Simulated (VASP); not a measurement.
# ZnSe (F-43m) in VASP: a series of runs, part 2 of 2

VASP 6.6.1. Earlier steps stand in the parts before.

## Step 3: Single point, r2SCAN

The input, POSCAR:

```
ZnSe
1.0
    0.0000000000      2.8166860000      2.8166860000
    2.8166860000      0.0000000000      2.8166860000
    2.8166860000      2.8166860000      0.0000000000
Zn Se
1 1
Direct
    0.0000000000      0.0000000000      0.0000000000
    0.2500000000      0.2500000000      0.2500000000
```

The input, INCAR.step1:

```
SYSTEM = ZnSe
PREC = Accurate
ENCUT = 520
ISMEAR = -1
SIGMA = 0.05
LREAL = .FALSE.
LASPH = .TRUE.
NELM = 80
NBANDS = 16
GGA = PE
ALGO = Normal
EDIFF = 1E-4
LWAVE = .TRUE.
LCHARG = .FALSE.
```

The input, INCAR.step2:

```
SYSTEM = ZnSe
PREC = Accurate
ENCUT = 520
EDIFF = 1E-6
ISMEAR = -1
SIGMA = 0.05
LREAL = .FALSE.
LASPH = .TRUE.
NELM = 80
ALGO = Normal
ISIF = 2
LWAVE = .FALSE.
LCHARG = .TRUE.
METAGGA = R2SCAN
LMIXTAU = .TRUE.
LELF = .TRUE.
LVHAR = .TRUE.
NBANDS = 16
ISTART = 1
```

The input, KPOINTS:

```
Automatic mesh
0
G
  7 7 7
  0 0 0
```

Potentials or basis: VASP PAW PBE potentials, release 64 (Zn, Se).

Command:

```bash
$ cat potpaw_PBE.64/Zn/POTCAR potpaw_PBE.64/Se/POTCAR > POTCAR
$ cp INCAR.step1 INCAR
$ mpirun -np 1 vasp_std > vasp.out
$ cp INCAR.step2 INCAR
$ mpirun -np 1 vasp_std > vasp.out
```

OUTCAR:

```text
SYSTEM = ZnSe
   PREC = Accurate
   ENCUT = 520
   EDIFF = 1E-6
   ISMEAR = -1
   LREAL = .FALSE.
   LASPH = .TRUE.
   NELM = 80
   ISIF = 2
   METAGGA = R2SCAN
   ISTART = 1

 ion  position               nearest neighbor table
   1  0.000  0.000  0.000-   2 2.44   2 2.44   2 2.44   2 2.44
   2  0.250  0.250  0.250-   1 2.44   1 2.44   1 2.44   1 2.44

  LATTYP: Found a face centered cubic cell.
 ALAT       =     5.6333720000

  Lattice vectors:

 A1 = (   0.0000000000,   2.8166860000,   2.8166860000)
 A2 = (   2.8166860000,   0.0000000000,   2.8166860000)
 A3 = (   2.8166860000,   2.8166860000,   0.0000000000)

Analysis of symmetry for initial positions (statically):
=====================================================================
 Subroutine PRICEL returns:
 Original cell was already a primitive cell.

 Routine SETGRP: Setting up the symmetry group for a
 face centered cubic supercell.

 Subroutine GETGRP returns: Found 24 space group operations
 (whereof 24 operations were pure point group operations)
 out of a pool of 48 trial point group operations.

The static configuration has the point symmetry T_d .

Analysis of symmetry for dynamics (positions and initial velocities):
=====================================================================
 Subroutine PRICEL returns:
 Original cell was already a primitive cell.

 Routine SETGRP: Setting up the symmetry group for a
 face centered cubic supercell.

 Subroutine GETGRP returns: Found 24 space group operations
 (whereof 24 operations were pure point group operations)
 out of a pool of 48 trial point group operations.

The dynamic configuration has the point symmetry T_d .

 Subroutine INISYM returns: Found 24 space group operations
 (whereof 24 operations are pure point group operations),
 and found     1 'primitive' translations

----------------------------------------------------------------------------------------

                                     Primitive cell

  volume of cell :      44.6936
[... 103 lines left out ...]
     AMIX     =   0.40;   BMIX     =  1.00
     AMIX_MAG =   1.60;   BMIX_MAG =  1.00
  volume/ion in A,a.u.               =      22.35       150.80
  Fermi-wavevector in a.u.,A,eV,Ry     =   1.208975  2.284631 19.886547  1.461620
  Thomas-Fermi vector in A             =   2.344566
   LORBIT       =      0    0 simple, 1 ext, 2 COOP (PROOUT), +10 PAW based schemes
   METAGGA = R2SCAN    functional components
   LHFCALC =     F    Hartree Fock is set to
   AEXX    =    0.0000 exact exchange contribution
   IVDW    =     0    specifies the selected vdW correction
   LEPSILON=     F    determine dielectric tensor
   LRPA    =     F    only Hartree local field effects (RPA)
 non-spin polarized calculation
  energy-cutoff  :      520.00
  volume of cell :       44.69
 maximum number of plane-waves:      1243
 NGX is ok and might be reduce to    30
   NGX = 15   NGY = 15   NGZ = 15

 number of electron      17.9999998 magnetization

 Free energy of the ion-electron system (eV)
  ---------------------------------------------------
  ext. energy  EPLUGINS =         0.00000000
  ---------------------------------------------------
  free energy    TOTEN  =       -24.90533395 eV

  energy without entropy =      -24.90533395  energy(sigma->0) =      -24.90533395

 E-fermi :   2.4064     XC(G=0): -10.0087

 val. band max:        1.4574170686   @ k =   0.0000   0.0000   0.0000
 cond. band min:       3.4039934886   @ k =   0.0000   0.0000   0.0000
 fundamental gap:      1.9465764200
 Fermi energy:         2.4064313938

 k-point     1 :       0.0000    0.0000    0.0000
  band No.  band energies     occupation
      1     -12.3788      2.00000
      2      -5.3042      2.00000
      3      -5.3042      2.00000
      4      -5.3042      2.00000
      5      -4.8784      2.00000
      6      -4.8784      2.00000
[... 357 lines left out ...]
      3      -5.0849      2.00000
      4      -4.9319      2.00000
      5      -4.8894      2.00000
      6      -4.5886      2.00000
[... 8 lines left out ...]
     15      14.8859      0.00000
     16      17.2814      0.00000

------------------------ aborting loop because EDIFF is reached ----------------------------------------

  FORCE on cell =-STRESS in cart. coord.  units (eV):
  Direction    XX          YY          ZZ          XY          YZ          ZX
  --------------------------------------------------------------------------------------
  -------------------------------------------------------------------------------------
  Total        0.3548101      0.3548101      0.3548101      0.0000000      0.0000000      0.0000000
  in kB       12.7192432     12.7192432     12.7192432      0.0000000      0.0000000      0.0000000
  external PRESSURE =      12.7192432 kB  Pullay stress =       0.0000000 kB

 VOLUME and BASIS-vectors are now :
 -----------------------------------------------------------------------------
  energy-cutoff  :      520.00
  volume of cell :       44.69
      direct lattice vectors                 reciprocal lattice vectors
     0.000000000  2.816686000  2.816686000    -0.177513574  0.177513574  0.177513574
     2.816686000  0.000000000  2.816686000     0.177513574 -0.177513574  0.177513574
     2.816686000  2.816686000  0.000000000     0.177513574  0.177513574 -0.177513574

 POSITION                                       TOTAL-FORCE (eV/Angst)
 -----------------------------------------------------------------------------------
      0.00000      0.00000      0.00000        -0.000000     -0.000000     -0.000000
      1.40834      1.40834      1.40834         0.000000      0.000000      0.000000
 -----------------------------------------------------------------------------------
    total drift:                                0.000026      0.000026      0.000026

  FREE ENERGIE OF THE ION-ELECTRON SYSTEM (eV)
  ---------------------------------------------------
  free  energy   TOTEN  =       -24.9053339506 eV

  energy  without entropy=      -24.9053339504  energy(sigma->0) =      -24.90533395
```

OSZICAR.step1:

```text
N       E                     dE             d eps       ncg     rms          rms(c)
DAV:   1     0.855500452015E+02    0.85550E+02   -0.88863E+03   640   0.130E+03
DAV:   2    -0.100874251143E+01   -0.86559E+02   -0.81851E+02   688   0.245E+02
DAV:   3    -0.625190893269E+01   -0.52432E+01   -0.52236E+01   744   0.603E+01
DAV:   4    -0.629192258117E+01   -0.40014E-01   -0.40008E-01   832   0.553E+00
DAV:   5    -0.629210627619E+01   -0.18370E-03   -0.18369E-03   768   0.342E-01    0.491E+00
DAV:   6    -0.602289875049E+01    0.26921E+00   -0.53152E-01   936   0.242E+01    0.374E+00
DAV:   7    -0.600348408863E+01    0.19415E-01   -0.15973E-01   720   0.356E+00    0.159E+00
DAV:   8    -0.600327733706E+01    0.20675E-03   -0.45004E-03   856   0.688E-01    0.459E-01
DAV:   9    -0.600349658670E+01   -0.21925E-03   -0.10926E-03   736   0.254E-01    0.661E-02
DAV:  10    -0.600360334972E+01   -0.10676E-03   -0.20018E-04   800   0.109E-01    0.227E-02
DAV:  11    -0.600359534687E+01    0.80029E-05   -0.34439E-05   384   0.573E-02
   1 F= -.60035953E+01 E0= -.60035953E+01  d E =-.189268E-07
```

Wall time 65 s (1 thread of Intel Xeon Platinum 8259CL at 2.50GHz (Skylake/Cascade Lake), shared host); peak memory 0.17 GiB.

Results:

```yaml
Free_energy: -24.9053 eV
Pressure: 1.3 GPa
Band_gap_on_the_k_mesh: 1.95 eV, direct
```

Caveat: the PAW data sets were made with another functional, which shifts forces and pressure a little.

## Step 4: Single point, LDA

The input, INCAR:

```
SYSTEM = ZnSe
ALGO     = Normal         ! electronic algorithm
EDIFF    = 1E-6           ! SCF threshold, eV
ENCUT    = 500            ! plane-wave cutoff, eV
GGA_COMPAT= .FALSE.      
ISIF     = 2              ! what is computed and relaxed
ISMEAR   = -1             ! smearing method
LASPH    = .TRUE.         ! aspherical terms in the spheres
LCHARG   = .FALSE.        ! write CHGCAR
LREAL    = .FALSE.        ! projectors in reciprocal space
LWAVE    = .FALSE.        ! write WAVECAR
NBANDS   = 16             ! bands
NELM     = 120            ! most SCF steps
PREC     = Accurate       ! precision mode
SIGMA    = 0.05           ! smearing width, eV
```

The input, KPOINTS:

```
k-points
0
G
  7 7 7
  0 0 0
```

POSCAR is that of step 3.

Potentials or basis: VASP PAW LDA potentials, release 64 (Zn, Se).

Command:

```bash
$ cat potpaw_LDA.64/Zn/POTCAR potpaw_LDA.64/Se/POTCAR > POTCAR
$ mpirun -np 1 vasp_std > vasp.out
```

Run time: 30 s. Hardware: 1 thread of AMD EPYC 7R13, shared host; peak memory 0.12 GiB.

It converged, with:

| Item | Value |
| --- | --- |
| Free energy | -7.3619 eV |
| Pressure | -2.0 GPa |
| Band gap on the k mesh | 1.14 eV, direct |

Levels at points of the mesh, in eV from the valence-band top:
| k point | band 6 | band 7 | band 8 | band 9 | band 10 | band 11 | band 12 | band 13 |
| --- | --- | --- | --- | --- | --- | --- | --- | --- |
| (0.00, 0.00, 0.00) | -6.37 | 0.00 | 0.00 | 0.00 | 1.14 | 5.70 | 5.70 | 5.70 |

Expect the measured gap to be larger: semilocal functionals such as LDA lack the derivative discontinuity.

## Step 5: Single point, PBE

The input, INCAR:

```
ALGO     = Normal         # electronic algorithm
EDIFF    = 1E-6           # SCF threshold, eV
ENCUT    = 500            # plane-wave cutoff, eV
GGA      = PE             # functional
GGA_COMPAT= False        
ISIF     = 2              # what is computed and relaxed
ISMEAR   = -1             # smearing method
LASPH    = True           # aspherical terms in the spheres
LCHARG   = False          # write CHGCAR
LREAL    = False          # projectors in reciprocal space
LWAVE    = False          # write WAVECAR
NBANDS   = 16             # bands
NELM     = 120            # most SCF steps
PREC     = Accurate       # precision mode
SIGMA    = 0.05           # smearing width, eV
```

The input, KPOINTS:

```
k-points
0
Gamma
  7 7 7
```

POSCAR is that of step 4.

Potentials or basis: VASP PAW PBE potentials, release 64 (Zn, Se).

Command:

```bash
$ cat potpaw_PBE.64/Zn/POTCAR potpaw_PBE.64/Se/POTCAR > POTCAR
$ mpirun -np 1 vasp_std > vasp.out
```

Run time: 36 s. Hardware: 1 thread of AMD EPYC 7R13, shared host; peak memory 0.14 GiB.

The run converged. Its results:

```yaml
Free_energy: -6.0035 eV
Pressure: 3.6 GPa
Band_gap_on_the_k_mesh: 1.36 eV, direct
```

Levels at points of the mesh, in eV from the valence-band top:
| k point | band 7 | band 8 | band 9 | band 10 | band 11 | band 12 |
| --- | --- | --- | --- | --- | --- | --- |
| (0.00, 0.00, 0.00) | 0.00 | 0.00 | 0.00 | 1.36 | 5.79 | 5.79 |

## Step 6: Overview

```tsv
level	potentials or basis	cutoff (eV)	gap on the mesh (eV)	pressure (GPa)
PBEsol	VASP PAW PBE potentials, release 64 (Zn, Se)	520	1.24	0.3
r2SCAN	VASP PAW PBE potentials, release 64 (Zn, Se)	520	1.95	1.3
LDA	VASP PAW LDA potentials, release 64 (Zn, Se)	500	1.14	-2.0
PBE	VASP PAW PBE potentials, release 64 (Zn, Se)	500	1.36	3.6
```

Alike in all rows: task single point; no spin polarisation; cell as given; k mesh 7 × 7 × 7; smearing fermi-dirac 0.05 eV.

Caveats: the PAW data sets were made with another functional, which shifts forces and pressure a little (some runs).

Total energies depend on the potentials used, so only differences within one code and one set of settings carry meaning.
